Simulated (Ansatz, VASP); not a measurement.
NaH in VASP and in Ansatz

The input POSCAR:

```
NaH
1.0
    0.0000000000      2.3975122873      2.3975122873
    2.3975122873      0.0000000000      2.3975122873
    2.3975122873      2.3975122873      0.0000000000
Na H
1 1
Direct
    0.0000000000      0.0000000000      0.0000000000
    0.5000000000      0.5000000000      0.5000000000
```

File INCAR.step1:

```
SYSTEM = NaH
PREC = Accurate
ENCUT = 520
ISMEAR = 0
SIGMA = 0.01
LREAL = .FALSE.
LASPH = .TRUE.
NELM = 80
NBANDS = 11
GGA = PE
ALGO = Normal
EDIFF = 1E-4
LWAVE = .TRUE.
LCHARG = .FALSE.
```

The input INCAR.step2:

```
SYSTEM = NaH
PREC = Accurate
ENCUT = 520
EDIFF = 1E-6
ISMEAR = 0
SIGMA = 0.01
LREAL = .FALSE.
LASPH = .TRUE.
NELM = 80
ALGO = Normal
ISIF = 2
LWAVE = .FALSE.
LCHARG = .TRUE.
METAGGA = R2SCAN
LMIXTAU = .TRUE.
LELF = .TRUE.
LVHAR = .TRUE.
NBANDS = 11
ISTART = 1
```

File KPOINTS:

```
Automatic mesh
0
G
  10 10 10
  0 0 0
```

Input for Ansatz:

```yaml
crystal:
  lattice:
    - [0.0, 2.3975122873, 2.3975122873]
    - [2.3975122873, 0.0, 2.3975122873]
    - [2.3975122873, 2.3975122873, 0.0]
  atoms:
    - { symbol: Na, position: [0.0, 0.0, 0.0] }
    - { symbol: H, position: [0.5, 0.5, 0.5] }
kpoints:
  mp_grid: { grid: [10, 10, 10] }
  band_path:
    path:
      - [0.0, 0.0, 0.0]
      - [0.5, 0.0, 0.5]
      - [0.625, 0.25, 0.625]
      - [0.375, 0.375, 0.75]
      - [0.5, 0.5, 0.5]
      - [0.5, 0.25, 0.75]
      - [0.25, -0.5, -0.25]
      - [0.0, 0.0, 0.5]
    npoints: 1
hamiltonian:
  xc: r2scan
scf:
  occupations: { method: fixed }
  n_extra_bands: 4
output:
  forces: true
  stress: true
  eigenvalues: true
```

Alike in both runs: task single point; functional r2SCAN; k mesh 10 × 10 × 10; no spin polarisation.

|  | VASP | Ansatz |
| --- | --- | --- |
| version | VASP 6.6.1 | Ansatz 0.2.0 |
| potentials or method | VASP PAW PBE potentials, release 64 (Na_pv, H) | plane waves, PAW |
| plane-wave cutoff (eV) | 520 | 500 |
| occupations | gaussian, width 0.01 eV | fixed |
| valence electrons in the cell | 8 | 10 |

Ansatz gave:

| Property | Result |
| --- | --- |
| gap on the k mesh at the Fermi level (eV) | 4.42 |
| pressure (GPa) | 0.0 |

Q: Estimate VASP's values.

A: gap on the k mesh at the Fermi level (eV): 4.43; pressure (GPa): -0.3.

VASP's potentials were made for PBE, not for r2SCAN. VASP's potentials hold 8 valence electrons a cell and Ansatz's 10, so a difference there can come from the potentials and not from the codes.
